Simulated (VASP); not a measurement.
Cu:

```
Cu
1.0
     2.55616    0.00000    0.00000
    -1.27808    2.21370    0.00000
     0.00000    0.00000    8.34842
Cu
4
Cartesian
  0.0000 0.0000 0.0000
  0.0000 0.0000 4.1742
  0.0000 1.4758 2.0871
  1.2781 0.7379 6.2613
```

This isn't the form of Cu at room conditions, which is fcc.

* Program: VASP 6.6.1
* Task: relaxation of cell and atoms
* Functional: LDA
* Potentials or basis: VASP PAW LDA potentials, release 64 (Cu_sv_GW)
* Cutoff: 820 eV
* k mesh: 14 × 14 × 4
* Occupations: fermi-dirac, width 0.1 eV
* Spin: no spin polarisation

At the start: pressure -13.5 GPa; volume 11.81 Å³/atom.

Problem. How do energy, volume and symmetry change on relaxing?

Solution. Over 6 steps the energy falls by 41.2 meV/atom and the volume is 10.90 Å³/atom (-7.7 %); space group P6_3/mmc (No. 194, to 0.1 Å) before and after.

The path:
```csv
step,energy change (eV),largest force (eV/Å),pressure (GPa),volume (Å³)
1,0.0000,0.0000,-13.55,47.24
2,-0.0346,0.0000,15.60,40.74
3,-0.1647,0.0000,-0.30,43.62
4,-0.1647,0.0000,0.15,43.55
5,-0.1647,0.0000,-0.22,43.61
6,-0.1647,0.0000,0.01,43.58
```

Final structure:
```yaml
crystal:
  lattice:
    - [2.48832, 0.00000, 0.00000]
    - [-1.24416, 2.15495, 0.00000]
    - [0.00000, 0.00000, 8.12743]
  atoms:
    - { symbol: Cu, position: [0.00000, 0.00000, 0.00000] }
    - { symbol: Cu, position: [0.00000, 0.00000, 0.50000] }
    - { symbol: Cu, position: [0.33333, 0.66667, 0.25000] }
    - { symbol: Cu, position: [0.66667, 0.33333, 0.75000] }
```
